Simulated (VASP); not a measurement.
# Zr5AlN6: single point with PBE

The system is Zr5AlN6.

```xyz
12
Lattice="3.2173 0.0000 0.0000 0.0000 3.2173 0.0000 0.0000 0.0000 13.5367" Properties=species:S:1:pos:R:3 pbc="T T T"
Zr    0.0000    0.0000    8.9758
Zr    1.6087    1.6087   11.2269
Zr    0.0000    0.0000    0.0000
Zr    1.6087    1.6087    2.3098
Zr    0.0000    0.0000    4.5609
Al    1.6087    1.6087    6.7683
N     0.0000    0.0000   11.2650
N     1.6087    1.6087    0.0000
N     0.0000    0.0000    2.2716
N     1.6087    1.6087    4.7515
N     0.0000    0.0000    6.7683
N     1.6087    1.6087    8.7852
```

```yaml
Program: VASP 6.6.1
Task: single point
Functional: PBE
Potentials_or_basis: VASP PAW PBE potentials, release 64 (Zr_sv, Al, N)
Cutoff: 520 eV
k_mesh: 6 × 6 × 2
Occupations: gaussian, width 0.1 eV
Spin: collinear spin
Starting_moments: "[1.0, 1.0, 1.0, 1.0, 1.0, 0.0, 0.0, 0.0, 0.0, 0.0, 0.0, 0.0] μB"
Dipole_correction: no
Further_INCAR_settings: ALGO = Normal; EDIFF = 1e-06; NBANDS = 62
```

```yaml
Pressure: 0.2 GPa
Largest_force: 0.012 eV/Å
Net_moment: 0.00 μB per cell
Valence_electrons_inside_the_program's_atomic_spheres: Zr 9.87, 9.88 (each value once); Al 0.62; N 3.73, 3.70 (each value once)
```

Forces on the atoms (eV/Å):
```
Zr   0.000  0.000 -0.004
Zr   0.000  0.000 -0.012
Zr   0.000  0.000  0.000
Zr   0.000  0.000  0.012
Zr   0.000  0.000  0.004
Al   0.000  0.000  0.000
N    0.000  0.000  0.005
N    0.000  0.000  0.000
N    0.000  0.000 -0.005
N    0.000  0.000  0.007
N    0.000  0.000  0.000
N    0.000  0.000 -0.007
```

Levels at points of the mesh, in eV from the Fermi level:
Spin up:
| k point | band 45 | band 46 | band 47 | band 48 | band 49 | band 50 |
| --- | --- | --- | --- | --- | --- | --- |
| (0.00, 0.00, 0.00) | -2.32 | -2.32 | -2.29 | -1.36 | -0.79 | -0.10 |
| (0.50, 0.00, 0.00) | 1.43 | 1.64 | 1.76 | 1.83 | 1.94 | 2.06 |
| (0.50, 0.50, 0.00) | -3.05 | -2.78 | -0.90 | -0.90 | 0.59 | 0.59 |
| (0.00, 0.00, 0.50) | -2.41 | -2.41 | -2.22 | -1.45 | -0.74 | 0.16 |
| (0.50, 0.00, 0.50) | 1.22 | 1.56 | 1.89 | 2.04 | 2.05 | 2.22 |
| (0.50, 0.50, 0.50) | -2.31 | -2.31 | -1.52 | -1.52 | 1.25 | 1.25 |
Spin down:
| k point | band 45 | band 46 | band 47 | band 48 | band 49 | band 50 |
| --- | --- | --- | --- | --- | --- | --- |
| (0.00, 0.00, 0.00) | -2.32 | -2.32 | -2.29 | -1.36 | -0.79 | -0.10 |
| (0.50, 0.00, 0.00) | 1.43 | 1.64 | 1.76 | 1.83 | 1.94 | 2.06 |
| (0.50, 0.50, 0.00) | -3.05 | -2.78 | -0.90 | -0.90 | 0.59 | 0.59 |
| (0.00, 0.00, 0.50) | -2.41 | -2.41 | -2.22 | -1.45 | -0.74 | 0.16 |
| (0.50, 0.00, 0.50) | 1.22 | 1.56 | 1.89 | 2.04 | 2.05 | 2.22 |
| (0.50, 0.50, 0.50) | -2.31 | -2.31 | -1.52 | -1.52 | 1.25 | 1.25 |

It took 14 min on 1 thread of Intel Xeon 8259CL, on a shared host, peak memory 0.39 GiB.
